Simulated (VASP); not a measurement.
# NiO in VASP: a series of runs

The runs below take NiO through single point, with PBE, b88 exchange, pbe correlation.

All numbers are computed with VASP 6.6.1; they aren't measurements. Logs are shortened: lines on timing, memory, paths and dates and some standing lists are left out, and cuts for length are marked.

## Step 1: The cell of the first run

The typed cell holds 2 atoms: a = 2.950 Å, b = 2.950 Å, c = 2.950 Å, α = 60.00°, β = 60.00°, γ = 60.00°.

## Step 2: Single point, PBE, collinear spin, ferromagnetic start (atoms moved at random)

INCAR

```
SYSTEM = NiO
ALGO = Normal
EDIFF = 1E-7
ENCUT = 400
ISIF = 2
ISMEAR = 0
ISPIN = 2
LASPH = .True.
LCHARG = .False.
LMAXMIX = 4
LORBIT = 11
LREAL = .False.
LWAVE = .False.
MAGMOM = 1 0
NELM = 100
PREC = Accurate
SIGMA = 0.02
```

KPOINTS

```
k-points
0
Gamma
  9 9 9
```

POSCAR

```
NiO
1.0
    0.0000000000      2.0859016414      2.0859016414
    2.0859016414      0.0000000000      2.0859016414
    2.0859016414      2.0859016414      0.0000000000
Ni O
1 1
Direct
    0.0060160000     -0.0093650000     -0.0013670000
    0.5002690000      0.5020020000      0.4997840000
```

Potentials or basis: VASP PAW PBE potentials, release 64 (Ni, O).

Started as:

```sh
$ cat potpaw_PBE.64/Ni/POTCAR potpaw_PBE.64/O/POTCAR > POTCAR
$ mpirun -np 1 vasp_std > vasp.out
```

OUTCAR:

```text
SYSTEM = NiO
   EDIFF = 1E-7
   ENCUT = 400
   ISIF = 2
   ISMEAR = 0
   ISPIN = 2
   LASPH = .True.
   LORBIT = 11
   LREAL = .False.
   NELM = 100
   PREC = Accurate

 Found    365 irreducible k-points:

 Following reciprocal coordinates:
            Coordinates               Weight
  0.000000  0.000000  0.000000      1.000000
  0.111111  0.000000  0.000000      2.000000
  0.000000  0.111111  0.000000      2.000000
  0.000000  0.000000  0.111111      2.000000
  0.111111  0.111111  0.111111      2.000000
  0.222222  0.000000  0.000000      2.000000
   k-points           NKPTS =    365   k-points in BZ     NKDIM =    365   number of bands    NBANDS=     13
   number of dos      NEDOS =    301   number of ions     NIONS =      2
   total plane-waves  NPLWV =   8000
   dimension x,y,z NGX =    20 NGY =   20 NGZ =   20
   dimension x,y,z NGXF=    40 NGYF=   40 NGZF=   40
   ions per type =               1   1
   NGX,Y,Z   is equivalent  to a cutoff of  11.27, 11.27, 11.27 a.u.
   NGXF,Y,Z  is equivalent  to a cutoff of  22.54, 22.54, 22.54 a.u.
 SYSTEM =  NiO
   PREC   = accura    normal or accurate (medium, high low for compatibility)
   ISTART =      0    job   : 0-new  1-cont  2-samecut
   ICHARG =      2    charge: 1-file 2-atom 10-const
   ISPIN  =      2    spin polarized calculation?
   LNONCOLLINEAR =      F non collinear calculations
   LSORBIT =      F    spin-orbit coupling
   LASPH  =      T    aspherical Exc in radial PAW
   ENCUT  =  400.0 eV  29.40 Ry    5.42 a.u.   4.81  4.81  4.81*2*pi/ulx,y,z
   NELM   =    100;   NELMIN=  2; NELMDL= -5     # of ELM steps
   EDIFF  = 0.1E-06   stopping-criterion for ELM
   LREAL  =      F    real-space projection
   EDIFFG = 0.1E-05   stopping-criterion for IOM
   NSW    =      0    number of steps for IOM
   IBRION =     -1    ionic relax: 0-MD 1-quasi-New 2-CG
   NFREE  =      0    steps in history (QN), initial steepest desc. (CG)
   ISIF   =      2    stress and relaxation
   ISYM   =      2    0-nonsym 1-usesym 2-fastsym
   POTIM  = 0.5000    time-step for ionic-motion
   TEBEG  =    0.0;   TEEND  =   0.0 temperature during run

   SCALEE = 1.0000    scale energy and forces
   PSTRESS=    0.0 pullay stress
   NELECT =      16.0000    total number of electrons
   NUPDOWN=      -1.0000    fix difference up-down
   EMIN   =  10.00;   EMAX   =-10.00  energy-range for DOS
   EFERMI =   0.00;   METHOD = LEGACY
   ISMEAR =     0;   SIGMA  =   0.02  broadening in eV -4-tet -1-fermi 0-gaus
   EFERMI_NEDOS =   21; number of points for ismear=-14 and -15
   IALGO  =     38    algorithm
   IMIX   =      4    mixing-type and parameters
     AMIX     =   0.40;   BMIX     =  1.00
     AMIX_MAG =   1.60;   BMIX_MAG =  1.00
  volume/ion in A,a.u.               =       9.08        61.25
  Fermi-wavevector in a.u.,A,eV,Ry     =   1.569680  2.966264 33.523312  2.463894
  Thomas-Fermi vector in A             =   2.671526
   LORBIT       =     11    0 simple, 1 ext, 2 COOP (PROOUT), +10 PAW based schemes
   GGA     = PE    functional components
   LHFCALC =     F    Hartree Fock is set to
   AEXX    =    0.0000 exact exchange contribution
   IVDW    =     0    specifies the selected vdW correction
   LEPSILON=     F    determine dielectric tensor
   LRPA    =     F    only Hartree local field effects (RPA)

   CSHIFT  =0.1000    complex shift for real part using Kramers Kronig

   OMEGAMAX=  -1.0    maximum frequency
 spin polarized calculation
 Gauss-broadening in eV      SIGMA  =   0.02
  energy-cutoff  :      400.00
  volume of cell :       18.15
 maximum number of plane-waves:       335
   NGX =  9   NGY =  9   NGZ =  9

 number of electron      16.0000000 magnetization       1.7263402

 Free energy of the ion-electron system (eV)
  ---------------------------------------------------
  ext. energy  EPLUGINS =         0.00000000
  ---------------------------------------------------
  free energy    TOTEN  =       -11.48417671 eV

  energy without entropy =      -11.48409872  energy(sigma->0) =      -11.48413771

 E-fermi :   7.9665     XC(G=0): -12.6998

 val. band max:        7.9502600044   @ k =   0.1111   0.0000   0.2222
 cond. band min:       8.0006610556   @ k =   0.1111   0.0000   0.1111
 fundamental gap:      0.0504010512
 Fermi energy:         7.9664686313

 spin component 1

 k-point     1 :       0.0000    0.0000    0.0000
  band No.  band energies     occupation
      1     -12.4583      1.00000
      2       4.6811      1.00000
      3       4.7638      1.00000
      4       4.8807      1.00000
      5       4.9493      1.00000
      6       5.0590      1.00000
      7       5.2900      1.00000
      8       5.3204      1.00000
      9       5.3378      1.00000
     10       9.4922      0.00000
     11      25.8073      0.00000
     12      26.8948      0.00000
     13      26.8966      0.00000

 k-point     2 :       0.1111    0.0000    0.0000
  band No.  band energies     occupation
      1     -12.3189      1.00000
      2       3.7359      1.00000
      3       3.8608      1.00000
      4       3.9427      1.00000
      5       5.2979      1.00000
      6       5.3045      1.00000
      7       5.6121      1.00000
      8       6.0010      1.00000
      9       6.0217      1.00000
     10      10.3153      0.00000
     11      23.4342      0.00000
     12      26.3868      0.00000
     13      26.3942      0.00000

 k-point     3 :       0.0000    0.1111    0.0000
  band No.  band energies     occupation
      1     -12.3189      1.00000
      2       3.7811      1.00000
      3       3.8620      1.00000
      4       3.8852      1.00000
      5       5.3015      1.00000
      6       5.3080      1.00000
      7       5.6339      1.00000
      8       6.0002      1.00000
      9       6.0044      1.00000
     10      10.3160      0.00000
     11      23.4305      0.00000
     12      26.3918      0.00000
     13      26.3954      0.00000

 k-point     4 :       0.0000    0.0000    0.1111
  band No.  band energies     occupation
      1     -12.3189      1.00000
      2       3.7245      1.00000
      3       3.8639      1.00000
      4       3.9544      1.00000
      5       5.2984      1.00000
      6       5.3017      1.00000
      7       5.6053      1.00000
      8       6.0016      1.00000
      9       6.0268      1.00000
     10      10.3151      0.00000
     11      23.4354      0.00000
     12      26.3871      0.00000
     13      26.3918      0.00000

 k-point     5 :       0.1111    0.1111    0.1111
  band No.  band energies     occupation
      1     -12.3189      1.00000
      2       3.7408      1.00000
      3       3.8595      1.00000
      4       3.9375      1.00000
      5       5.2981      1.00000
      6       5.3052      1.00000
      7       5.6149      1.00000
      8       6.0008      1.00000
      9       6.0197      1.00000
     10      10.3154      0.00000
     11      23.4337      0.00000
     12      26.3870      0.00000
     13      26.3948      0.00000

 k-point     6 :       0.2222    0.0000    0.0000
  band No.  band energies     occupation
      1     -11.9419      1.00000
      2       2.1491      1.00000
      3       3.0047      1.00000
      4       3.0156      1.00000
      5       5.5255      1.00000
      6       5.5275      1.00000
      7       5.9007      1.00000
      8       6.9773      1.00000
      9       6.9822      1.00000
     10      11.8541      0.00000
     11      20.7303      0.00000
     12      24.7340      0.00000
     13      24.7374      0.00000

 [... further k-points ...]

 spin component 2

 k-point     1 :       0.0000    0.0000    0.0000
  band No.  band energies     occupation
      1     -12.0333      1.00000
      2       5.3879      1.00000
      3       5.3948      1.00000
      4       5.3978      1.00000
      5       6.0919      1.00000
      6       6.1104      1.00000
      7       6.1230      1.00000
      8       7.3291      1.00000
      9       7.3446      1.00000
     10       9.8348      0.00000
     11      25.7516      0.00000
     12      27.1107      0.00000
     13      27.1117      0.00000

 k-point     2 :       0.1111    0.0000    0.0000
  band No.  band energies     occupation
      1     -11.8901      1.00000
      2       4.2975      1.00000
      3       4.8690      1.00000
      4       4.8813      1.00000
      5       6.2505      1.00000
      6       6.2592      1.00000
      7       6.3977      1.00000
      8       7.8545      1.00000
      9       7.8639      1.00000
     10      10.6844      0.00000
     11      23.5768      0.00000
     12      26.6470      0.00000
     13      26.6554      0.00000

 k-point     3 :       0.0000    0.1111    0.0000
  band No.  band energies     occupation
      1     -11.8901      1.00000
      2       4.3038      1.00000
      3       4.8685      1.00000
      4       4.8699      1.00000
      5       6.2514      1.00000
      6       6.2602      1.00000
      7       6.4027      1.00000
      8       7.8540      1.00000
      9       7.8631      1.00000
     10      10.6851      0.00000
     11      23.5732      0.00000
     12      26.6532      0.00000
     13      26.6562      0.00000

 k-point     4 :       0.0000    0.0000    0.1111
  band No.  band energies     occupation
      1     -11.8901      1.00000
      2       4.2955      1.00000
      3       4.8698      1.00000
      4       4.8844      1.00000
      5       6.2505      1.00000
      6       6.2585      1.00000
      7       6.3961      1.00000
      8       7.8542      1.00000
      9       7.8646      1.00000
     10      10.6842      0.00000
     11      23.5779      0.00000
     12      26.6466      0.00000
     13      26.6536      0.00000

 k-point     5 :       0.1111    0.1111    0.1111
  band No.  band energies     occupation
      1     -11.8901      1.00000
      2       4.2983      1.00000
      3       4.8687      1.00000
      4       4.8800      1.00000
      5       6.2506      1.00000
      6       6.2595      1.00000
      7       6.3983      1.00000
      8       7.8546      1.00000
      9       7.8637      1.00000
     10      10.6845      0.00000
     11      23.5763      0.00000
     12      26.6472      0.00000
     13      26.6562      0.00000

 k-point     6 :       0.2222    0.0000    0.0000
  band No.  band energies     occupation
      1     -11.5020      1.00000
      2       2.5889      1.00000
      3       4.0833      1.00000
      4       4.0897      1.00000
      5       6.5054      1.00000
      6       6.5088      1.00000
      7       6.6842      1.00000
      8       8.7847      0.00000
      9       8.7896      0.00000
     10      12.2335      0.00000
     11      20.9691      0.00000
     12      25.0624      0.00000
     13      25.0658      0.00000

 [... further k-points ...]

------------------------ aborting loop because EDIFF is reached ----------------------------------------

  FORCE on cell =-STRESS in cart. coord.  units (eV):
  Direction    XX          YY          ZZ          XY          YZ          ZX
  --------------------------------------------------------------------------------------
  -------------------------------------------------------------------------------------
  Total       -0.0115395     -0.0390636     -0.0373949     -0.0003566     -0.0001588      0.0005297
  in kB       -1.0185603     -3.4480291     -3.3007382     -0.0314802     -0.0140169      0.0467588
  external PRESSURE =      -2.5891092 kB  Pullay stress =       0.0000000 kB

 VOLUME and BASIS-vectors are now :
 -----------------------------------------------------------------------------
  energy-cutoff  :      400.00
  volume of cell :       18.15
      direct lattice vectors                 reciprocal lattice vectors
     0.000000000  2.085901641  2.085901641    -0.239704495  0.239704495  0.239704495
     2.085901641  0.000000000  2.085901641     0.239704495 -0.239704495  0.239704495
     2.085901641  2.085901641  0.000000000     0.239704495  0.239704495 -0.239704495

 POSITION                                       TOTAL-FORCE (eV/Angst)
 -----------------------------------------------------------------------------------
      4.14942      2.09560      2.07892         0.082907     -0.029940      0.036528
      2.08963      2.08601      2.09064        -0.082907      0.029940     -0.036528
 -----------------------------------------------------------------------------------
    total drift:                                0.000852      0.000005      0.000182

  FREE ENERGIE OF THE ION-ELECTRON SYSTEM (eV)
  ---------------------------------------------------
  free  energy   TOTEN  =       -11.4841767122 eV

  energy  without entropy=      -11.4840987169  energy(sigma->0) =      -11.48413771

 total charge

# of ion       s       p       d       tot
------------------------------------------
    1        0.334   0.408   8.246   8.989
    2        1.582   3.439   0.000   5.021
--------------------------------------------------
tot          1.916   3.847   8.246  14.010

 magnetization (x)

# of ion       s       p       d       tot
------------------------------------------
    1        0.011   0.016   1.397   1.424
    2        0.029   0.232   0.000   0.261
--------------------------------------------------
tot          0.040   0.248   1.397   1.685
```

Wall time 2.3 min (1 thread of Intel Xeon Platinum 8488C (Sapphire Rapids), shared host); peak memory 0.22 GiB.

What came out:

```
Free energy                                           : -11.4842 eV
Largest force                                         : 0.095 eV/Å
Net moment                                            : 1.73 μB per cell
Site moments                                          : Ni +1.42; O +0.26 μB
Valence electrons inside the program's atomic spheres : Ni 8.99; O 5.02
```

Forces in eV/Å, atoms in the order of the input:
```
Ni   0.083 -0.030  0.037
O   -0.083  0.030 -0.037
```

Caveat: the cell differs from its parent crystal (atoms moved at random); the cutoff is under 1.25 times the usual one of these potentials, so pressure, stress and relaxed cells hold a basis-set (Pulay) error; a cell with one magnetic atom can't hold antiferromagnetic order, which such compounds often take; semilocal functionals often make such compounds metallic where correlation or magnetic order opens a gap, which also shifts bond lengths.

## Step 3: Single point, b88 exchange, pbe correlation, collinear spin, ferromagnetic start

This run uses another cell than the first one, of 8.53 Å³/atom.

INCAR

```
SYSTEM = NiO
PREC = Accurate
ENCUT = 600
EDIFF = 1E-6
ISMEAR = -1
SIGMA = 0.05
LREAL = .FALSE.
LASPH = .TRUE.
NELM = 200
ALGO = Normal
ISIF = 2
LWAVE = .FALSE.
LCHARG = .FALSE.
ISPIN = 2
MAGMOM = 1 0
LORBIT = 11
LMAXMIX = 4
GGA = LIBXC
LIBXC1 = GGA_X_B88
LIBXC2 = GGA_C_PBE
NBANDS = 19
GGA_COMPAT = .FALSE.
```

KPOINTS

```
regular mesh
0
G
  11 11 11
  0 0 0
```

POSCAR

```
NiO
1.0
    0.0000000000      2.0433202721      2.0433202721
    2.0433202721      0.0000000000      2.0433202721
    2.0433202721      2.0433202721      0.0000000000
Ni O
1 1
Direct
    0.0000000000      0.0000000000      0.0000000000
    0.5000000000      0.5000000000      0.5000000000
```

Potentials or basis: VASP PAW PBE potentials, release 64 (Ni, O).

Started as:

```sh
$ cat potpaw_PBE.64/Ni/POTCAR potpaw_PBE.64/O/POTCAR > POTCAR
$ mpirun -np 1 vasp_std > vasp.out
```

It took 76 s on 1 thread of Intel Xeon 8259CL, shared host; peak memory 0.17 GiB.

The run converged. Its results:

```
Free energy                                           : -11.1694 eV
Pressure                                              : 17.6 GPa
Net moment                                            : 1.48 μB per cell
Site moments                                          : Ni +1.23; O +0.21 μB
Valence electrons inside the program's atomic spheres : Ni 9.13; O 5.00
```

Levels at points of the mesh, in eV from the Fermi level:
Spin up:
```csv
k point,band 6,band 7,band 8,band 9,band 10,band 11,band 12,band 13
"(0.00, 0.00, 0.00)",-3.11,-2.79,-2.79,-2.79,1.83,18.00,19.37,19.37
```
Spin down:
```
           k point  band 3  band 4  band 5  band 6  band 7  band 8  band 9  band 10  band 11  band 12
(0.00, 0.00, 0.00)   -3.01   -3.01   -2.11   -2.11   -2.11   -0.94   -0.94     2.14    17.97    19.56
```

Caveat: the cell stands under pressure; the PAW data sets were made with another functional, which shifts forces and pressure a little; a cell with one magnetic atom can't hold antiferromagnetic order, which such compounds often take; semilocal functionals often make such compounds metallic where correlation or magnetic order opens a gap, which also shifts bond lengths.

## Step 4: Single point, b88 exchange, pbe correlation, collinear spin, ferromagnetic start

This run uses another cell than the first one, of 8.71 Å³/atom.

INCAR

```
PREC = Accurate
ENCUT = 600
EDIFF = 1E-6
ISMEAR = -1
SIGMA = 0.05
LREAL = F
LASPH = T
NELM = 200
ALGO = Normal
ISIF = 2
LWAVE = F
LCHARG = F
ISPIN = 2
MAGMOM = 1 0
LORBIT = 11
LMAXMIX = 4
GGA = LIBXC
LIBXC1 = GGA_X_B88
LIBXC2 = GGA_C_PBE
NBANDS = 19
GGA_COMPAT = F
```

KPOINTS

```
regular mesh
0
Gamma
  11 11 11
```

POSCAR

```
NiO
1.0
    0.0000000000      2.0577103256      2.0577103256
    2.0577103256      0.0000000000      2.0577103256
    2.0577103256      2.0577103256      0.0000000000
Ni O
1 1
Direct
    0.0000000000      0.0000000000      0.0000000000
    0.5000000000      0.5000000000      0.5000000000
```

Started as:

```sh
$ cat potpaw_PBE.64/Ni/POTCAR potpaw_PBE.64/O/POTCAR > POTCAR
$ mpirun -np 1 vasp_std > vasp.out
```

It took 84 s on 1 thread of Intel Xeon 8259CL, shared host; peak memory 0.17 GiB.

The run converged. Its results:

- Free energy: -11.2044 eV
- Pressure: 12.6 GPa
- Net moment: 1.55 μB per cell
- Site moments: Ni +1.29; O +0.22 μB
- Valence electrons inside the program's atomic spheres: Ni 9.08; O 4.99

Levels at points of the mesh, in eV from the Fermi level:
Spin up:
```csv
k point,band 6,band 7,band 8,band 9,band 10,band 11,band 12,band 13
"(0.00, 0.00, 0.00)",-3.10,-2.73,-2.73,-2.73,1.74,17.97,19.23,19.23
```
Spin down:
```
           k point  band 3  band 4  band 5  band 6  band 7  band 8  band 9  band 10  band 11  band 12
(0.00, 0.00, 0.00)   -2.85   -2.85   -2.02   -2.02   -2.02   -0.83   -0.83     2.06    17.94    19.43
```

Caveat: the cell stands under pressure; the PAW data sets were made with another functional, which shifts forces and pressure a little; a cell with one magnetic atom can't hold antiferromagnetic order, which such compounds often take; semilocal functionals often make such compounds metallic where correlation or magnetic order opens a gap, which also shifts bond lengths.

(Continued in part 2 of 2.)
